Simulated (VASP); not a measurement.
# HfO2 (Fm-3m) in VASP: a series of runs, part 2 of 2

VASP 6.6.1.

### 4 Relaxation of cell and atoms, PBE

This run uses another cell than the first one, of 11.15 Å³/atom, 1.039 times its volume.

File INCAR:

```
PREC     = Accurate       # precision mode
ENCUT    = 600            # plane-wave cutoff, eV
EDIFF    = 1E-6           # SCF threshold, eV
ISMEAR   = 0              # smearing method
SIGMA    = 0.01           # smearing width, eV
LREAL    = F              # projectors in reciprocal space
LASPH    = T              # aspherical terms in the spheres
NELM     = 80             # most SCF steps
ALGO     = Normal         # electronic algorithm
ISIF     = 3              # what is computed and relaxed
LWAVE    = F              # write WAVECAR
LCHARG   = F              # write CHGCAR
GGA      = PE             # functional
IBRION   = 2              # ionic algorithm
NSW      = 100            # ionic steps
EDIFFG   = -0.02          # ionic threshold
```

File KPOINTS:

```
regular mesh
0
Gamma
  6 6 6
```

File POSCAR:

```
HfO2
1.0
    3.6168510000      0.0000000000      0.0000000000
    1.8084255000      3.1322848477      0.0000000000
    1.8084255000      1.0440949492      2.9531464752
Hf O
1 2
Direct
    0.0000000000      0.0000000000      0.0000000000
    0.2500000000      0.2500000000      0.2500000000
    0.7500000000      0.7500000000      0.7500000000
```

Potentials or basis: VASP PAW PBE potentials, release 64 (Hf_pv, O).

On the command line:

```console
cat potpaw_PBE.64/Hf_pv/POTCAR potpaw_PBE.64/O/POTCAR > POTCAR
mpirun -np 1 vasp_std > vasp.out
```

OUTCAR:

```text
PREC = Accurate
   ENCUT = 600
   EDIFF = 1E-6
   ISMEAR = 0
   LREAL = F
   LASPH = T
   NELM = 80
   ISIF = 3
   GGA = PE
   IBRION = 2
   NSW = 100
   EDIFFG = -0.02

 ion  position               nearest neighbor table
   1  0.000  0.000  0.000-   3 2.21   2 2.21   3 2.21   2 2.21   2 2.21   3 2.21   2 2.21   3 2.21

   2  0.250  0.250  0.250-   1 2.21   1 2.21   1 2.21   1 2.21
   3  0.750  0.750  0.750-   1 2.21   1 2.21   1 2.21   1 2.21

  LATTYP: Found a face centered cubic cell.
 ALAT       =     5.1149997373

  Lattice vectors:

 A1 = (   3.6168510000,   0.0000000000,   0.0000000000)
 A2 = (   1.8084255000,   3.1322848477,   0.0000000000)
 A3 = (   1.8084255000,   1.0440949492,   2.9531464752)

Analysis of symmetry for initial positions (statically):
=====================================================================
 Subroutine PRICEL returns:
 Original cell was already a primitive cell.

 Routine SETGRP: Setting up the symmetry group for a
 face centered cubic supercell.

 Subroutine GETGRP returns: Found 48 space group operations
 (whereof 48 operations were pure point group operations)
 out of a pool of 48 trial point group operations.
[... 149 lines left out ...]

 number of electron      21.9999993 magnetization

 Free energy of the ion-electron system (eV)
  ---------------------------------------------------
  ext. energy  EPLUGINS =         0.00000000
  ---------------------------------------------------
  free energy    TOTEN  =       -30.23888528 eV

  energy without entropy =      -30.23888528  energy(sigma->0) =      -30.23888528

------------------------ aborting loop because EDIFF is reached ----------------------------------------

  FORCE on cell =-STRESS in cart. coord.  units (eV):
  Direction    XX          YY          ZZ          XY          YZ          ZX
  --------------------------------------------------------------------------------------
  -------------------------------------------------------------------------------------
  Total       -1.3013337     -1.3013337     -1.3013337      0.0000000      0.0000000     -0.0000000
  in kB      -62.3192744    -62.3192744    -62.3192744      0.0000000      0.0000000     -0.0000000
  external PRESSURE =     -62.3192744 kB  Pullay stress =       0.0000000 kB
[... 61 lines left out ...]
--------------------------------------- Ionic step        3  -------------------------------------------

 number of electron      21.9999997 magnetization

 Free energy of the ion-electron system (eV)
  ---------------------------------------------------
  ext. energy  EPLUGINS =         0.00000000
  ---------------------------------------------------
  free energy    TOTEN  =       -30.25613326 eV

  energy without entropy =      -30.25613326  energy(sigma->0) =      -30.25613326

 E-fermi :   4.4093     XC(G=0): -11.8353

 val. band max:        4.2719226376   @ k =   0.5000   0.5000   0.0000
 cond. band min:       8.0740819636   @ k =   0.5000   0.5000   0.0000
 fundamental gap:      3.8021593260
 Fermi energy:         4.4093386909

 k-point     1 :       0.0000    0.0000    0.0000
  band No.  band energies     occupation
      1     -25.4158      2.00000
      2     -25.4158      2.00000
      3     -25.4158      2.00000
      4     -14.4556      2.00000
      5     -11.4264      2.00000
      6      -1.0665      2.00000
      7      -1.0665      2.00000
      8      -1.0665      2.00000
      9       3.6649      2.00000
     10       3.6649      2.00000
     11       3.6649      2.00000
     12       8.1537      0.00000
     13       8.1537      0.00000
     14      10.1065      0.00000
[... 299 lines left out ...]
  FREE ENERGIE OF THE ION-ELECTRON SYSTEM (eV)
  ---------------------------------------------------
  free  energy   TOTEN  =       -30.2561332575 eV

  energy  without entropy=      -30.2561332575  energy(sigma->0) =      -30.25613326

 reached required accuracy - stopping structural energy minimisation
```

OSZICAR:

```text
N       E                     dE             d eps       ncg     rms          rms(c)
DAV:   1     0.107846472200E+03    0.10785E+03   -0.14128E+04   480   0.162E+03
DAV:   2    -0.321038064205E+02   -0.13995E+03   -0.13770E+03   627   0.341E+02
DAV:   3    -0.360436329318E+02   -0.39398E+01   -0.39367E+01   620   0.558E+01
[... 28 lines left out ...]
DAV:   6    -0.302561971620E+02    0.51046E-04   -0.34158E-04   592   0.170E-01    0.211E-01
DAV:   7    -0.302561440355E+02    0.53126E-04   -0.12494E-04   550   0.799E-02    0.116E-01
DAV:   8    -0.302561369074E+02    0.71281E-05   -0.12184E-05   592   0.263E-02    0.559E-02
DAV:   9    -0.302561336706E+02    0.32368E-05   -0.93719E-06   529   0.204E-02    0.286E-02
DAV:  10    -0.302561332575E+02    0.41305E-06   -0.47092E-07   254   0.544E-03
   3 F= -.30256133E+02 E0= -.30256133E+02  d E =-.172480E-01
```

CONTCAR:

```text
HfO2
   1.00000000000000
     3.5856687393411462    0.0000000000000000   -0.0000000000000000
     1.7928343696705731    3.1052802178220857    0.0000000000003048
     1.7928343696705731    1.0350934059079366    2.9276862659871976
  Hf              O
     1     2
Direct
     0.0000000000000000    0.0000000000000000    0.0000000000000000
     0.2500000000000000    0.2500000000000000    0.2500000000000000
     0.7500000000000000    0.7500000000000000    0.7500000000000000

  0.00000000E+00  0.00000000E+00  0.00000000E+00
  0.00000000E+00  0.00000000E+00  0.00000000E+00
  0.00000000E+00  0.00000000E+00  0.00000000E+00
```

It took 58 s on 1 thread of AMD EPYC 7R43 (Zen 3), shared host; peak memory 0.14 GiB.

What came out:

```yaml
Free_energy: -30.2561 eV
Relaxed_volume: 10.87 Å³/atom
Relaxed_cell: a = 3.586 Å, b = 3.586 Å, c = 3.586 Å, α = 60.00°, β = 60.00°, γ = 60.00°
Space_group_after_relaxing_to_0.05_Å: Fm-3m (No. 225)
Energy_gained_by_relaxing: 5.7 meV/atom
Ionic_steps: 3
Pressure_after_relaxing: 0.0 GPa
Band_gap_on_the_k_mesh: 3.80 eV, direct
```

Step by step:
| step | energy change (eV) | largest force (eV/Å) | pressure (GPa) | volume (Å³) |
| --- | --- | --- | --- | --- |
| 1 | 0.0000 | 0.0000 | -6.23 | 33.46 |
| 2 | 0.0193 | 0.0000 | 10.18 | 31.40 |
| 3 | -0.0172 | 0.0000 | -0.02 | 32.60 |

Final structure:
```yaml
crystal:
  lattice:
    - [3.58567, 0.00000, 0.00000]
    - [1.79283, 3.10528, 0.00000]
    - [1.79283, 1.03509, 2.92769]
  atoms:
    - { symbol: Hf, position: [0.00000, 0.00000, 0.00000] }
    - { symbol: O, position: [0.25000, 0.25000, 0.25000] }
    - { symbol: O, position: [0.75000, 0.75000, 0.75000] }
```

Caveat: spin-orbit coupling is left out, which moves the levels of the heavy elements. A k mesh can miss the band edges.

### 5 Relaxation of cell and atoms, PBE+D3(BJ)

This run uses another cell than the first one, of 11.15 Å³/atom, 1.039 times its volume.

File INCAR:

```
SYSTEM = HfO2
PREC = Accurate
ENCUT = 600
EDIFF = 1E-6
ISMEAR = 0
SIGMA = 0.01
LREAL = .False.
LASPH = .True.
NELM = 100
ALGO = Normal
ISIF = 3
LWAVE = .False.
LCHARG = .False.
GGA = PE
IVDW = 12
IBRION = 2
NSW = 100
EDIFFG = -0.02
```

File KPOINTS:

```
regular mesh
0
Gamma
  6 6 6
  0 0 0
```

POSCAR is that of step 4.

On the command line:

```console
cat potpaw_PBE.64/Hf_pv/POTCAR potpaw_PBE.64/O/POTCAR > POTCAR
mpirun -np 1 vasp_std > vasp.out
```

Wall time 60 s (1 thread of AMD EPYC 7R43 (Zen 3), shared host); peak memory 0.15 GiB.

Results (log left out):

```
Free energy                            : -30.9801 eV
Relaxed volume                         : 10.71 Å³/atom
Relaxed cell                           : a = 3.569 Å, b = 3.569 Å, c = 3.569 Å, α = 60.00°, β = 60.00°, γ = 60.00°
Space group after relaxing (to 0.05 Å) : Fm-3m (No. 225)
Energy gained by relaxing              : 14.1 meV/atom
Ionic steps                            : 3
Pressure after relaxing                : -0.1 GPa
Band gap on the k mesh                 : 3.84 eV, direct
Dispersion energy per atom             : -0.243 eV
```

The path:
```
step  energy change (eV)  largest force (eV/Å)  pressure (GPa)  volume (Å³)
   1              0.0000                0.0000           -9.76        33.46
   2              0.0527                0.0000           17.48        30.27
   3             -0.0424                0.0000           -0.12        32.13
```

Final structure:
```
Hf O
1.0
     3.56855    0.00000    0.00000
     1.78427    3.09045    0.00000
     1.78427    1.03015    2.91371
Hf O
1 2
Direct
  0.00000 0.00000 0.00000
  0.25000 0.25000 0.25000
  0.75000 0.75000 0.75000
```

Levels at points of the mesh, in eV from the valence-band top:
| k point | band 8 | band 9 | band 10 | band 11 | band 12 | band 13 | band 14 | band 15 |
| --- | --- | --- | --- | --- | --- | --- | --- | --- |
| (0.00, 0.00, 0.00) | -5.43 | -0.61 | -0.61 | -0.61 | 3.92 | 3.92 | 5.95 | 10.60 |
| (0.50, 0.00, 0.00) | -3.06 | -2.76 | -1.85 | -1.85 | 4.66 | 4.66 | 7.12 | 9.11 |
| (0.50, 0.50, 0.00) | -3.49 | -1.55 | -1.55 | 0.00 | 3.84 | 5.58 | 6.76 | 8.29 |

Caveat: spin-orbit coupling is left out, which moves the levels of the heavy elements.

### 6 The runs side by side

```csv
task,level,cell,cutoff (eV),gap on the mesh (eV),pressure (GPa),relaxed volume (Å³/atom)
single point,r2SCAN+D4,"a = 3.571 Å, angles 60.0°, 3 atoms",520,4.33,-4.0,-
single point,r2SCAN+rVV10,"a = 3.569 Å, angles 60.0°, 3 atoms",520,4.30,-3.6,-
relaxation of cell and atoms,PBE,"relaxed from a = 3.617 Å, angles 60.0°, 3 atoms",600,3.80,0.0,10.87
relaxation of cell and atoms,PBE+D3(BJ),"relaxed from a = 3.617 Å, angles 60.0°, 3 atoms",600,3.84,-0.1,10.71
```

Alike in all rows: potentials or basis VASP PAW PBE potentials, release 64 (Hf_pv, O); no spin polarisation; k mesh 6 × 6 × 6; smearing gaussian 0.01 eV.

Caveats: spin-orbit coupling is left out, which moves the levels of the heavy elements; the PAW data sets were made with another functional, which shifts forces and pressure a little (some runs).

Absolute energies hang on the potentials; compare differences alone.
